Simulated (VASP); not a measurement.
Write the native input for VASP 6.6.1 that does the following.

| Item | Value |
| --- | --- |
| Task | single point |
| Functional | PBE |
| Potentials or basis | VASP PAW PBE potentials, release 64 (Li_sv, Ge_d, As) |
| Cutoff | 520 eV |
| k mesh | 6 × 6 × 6 |
| Occupations | gaussian, width 0.1 eV |
| Spin | no spin polarisation |
| Dipole correction | no |
| Further INCAR settings | ALGO = Normal; EDIFF = 1e-06; NBANDS = 23 |

The structure of Li2GeAs2 lies in POSCAR:

```
Li2GeAs2
1.0
   -2.0784121813      2.0784121813      5.3076077104
    2.0784121813     -2.0784121813      5.3076077104
    2.0784121813      2.0784121813     -5.3076077104
Li Ge As
2 1 2
Direct
    0.7500000000      0.2500000000      0.5000000000
    0.2500000000      0.7500000000      0.5000000000
    0.0000000000      0.0000000000      0.0000000000
    0.3880440972      0.3880440972      0.0000000000
    0.6119559028      0.6119559028      0.0000000000
```

The cell was built from a structure type or drawn by symmetry, and may not be a known phase.

One way to write it, as run:

INCAR

```
ALGO = Normal ; EDIFF = 1E-6
ENCUT = 520 ; GGA = PE
ISIF = 2 ; ISMEAR = 0
LASPH = T ; LCHARG = T
LELF = T ; LREAL = F
LVHAR = T ; LWAVE = F
NBANDS = 23 ; NELM = 100
PREC = Accurate ; SIGMA = 0.1
```

KPOINTS

```
k-points
0
Gamma
  6 6 6
```

Potentials or basis: VASP PAW PBE potentials, release 64 (Li_sv, Ge_d, As).

Command:

```console
$ cat potpaw_PBE.64/Li_sv/POTCAR potpaw_PBE.64/Ge_d/POTCAR potpaw_PBE.64/As/POTCAR > POTCAR
$ mpirun -np 1 vasp_std > vasp.out
```

Results of the run:

* Largest force: 0.064 eV/Å
* Band gap on the k mesh: zero (bands 15 and 16 overlap by 1.82 eV)

Run time: 2.5 min on 1 thread of Intel(R) Xeon(R) Platinum 8559C (Emerald Rapids) (shared host), peak memory 0.35 GiB.
